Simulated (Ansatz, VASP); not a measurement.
## One calculation of VN2, two programs

File INCAR:

```
PREC = Accurate
ENCUT = 520
EDIFF = 1E-6
ISMEAR = 0
SIGMA = 0.15
LREAL = False
LASPH = True
NELM = 60
ALGO = Normal
ISIF = 2
LWAVE = False
LCHARG = False
GGA = PS
NBANDS = 32
```

File KPOINTS:

```
Automatic mesh
0
Gamma
  16 16 16
```

File POSCAR:

```
VN2
1.0
   -2.0770645402      2.0770645402      2.3938994250
    2.0770645402     -2.0770645402      2.3938994250
    2.0770645402      2.0770645402     -2.3938994250
V N
2 4
Direct
    0.2500000000      0.2500000000      0.0000000000
    0.7500000000      0.7500000000      0.0000000000
    0.1142608421      0.6142608421      0.7285216842
    0.6142608421      0.8857391579      0.5000000000
    0.8857391579      0.3857391579      0.2714783159
    0.3857391579      0.1142608421      0.5000000000
```

Input for Ansatz:

```yaml
crystal:
  lattice:
    - [-2.0770645402, 2.0770645402, 2.393899425]
    - [2.0770645402, -2.0770645402, 2.393899425]
    - [2.0770645402, 2.0770645402, -2.393899425]
  atoms:
    - { symbol: V, position: [0.25, 0.25, 0.0] }
    - { symbol: V, position: [0.75, 0.75, 0.0] }
    - { symbol: "N", position: [0.1142608421, 0.6142608421, 0.7285216842] }
    - { symbol: "N", position: [0.6142608421, 0.8857391579, 0.5] }
    - { symbol: "N", position: [0.8857391579, 0.3857391579, 0.2714783159] }
    - { symbol: "N", position: [0.3857391579, 0.1142608421, 0.5] }
basis:
  ecutwfc: 420
kpoints:
  mp_grid: { grid: [16, 16, 16] }
hamiltonian:
  xc: pbesol
scf:
  occupations: { method: gaussian, width: 0.15 }
output:
  forces: true
  stress: true
  eigenvalues: true
```

Change from the starting cell: strain -0.025 along x and y, -0.025 along z, atoms carried along.

Alike in both runs: task single point; functional PBEsol; k mesh 16 × 16 × 16; occupations gaussian, width 0.15 eV; no spin polarisation.

|  | VASP | Ansatz |
| --- | --- | --- |
| version | VASP 6.6.1 | Ansatz 0.2.0 |
| potentials or method | VASP PAW PBE potentials, release 64 (V_sv, N), cutoff 520 eV | scalar-relativistic, plane waves, PAW |
| valence electrons in the cell | 46 | 46 |

```tsv
	VASP	Ansatz	Ansatz less VASP
gap on the k mesh at the Fermi level (eV)	none	none	-
pressure (GPa)	33.5	32.3	-1.17
traceless stress, the component that is largest in VASP (GPa)	-3.24	-2.90	+0.337
rms of the force components (eV/Å)	0.345	0.302	-0.0430
```

VASP's potentials were made for PBE, not for PBEsol. Atom by atom the forces differ by 0.043 eV/Å (rms over components). A gap of «none» marks a metal or a gap that the smearing closes. Both programs put the cell under a high pressure, so it lies far from rest at this level.
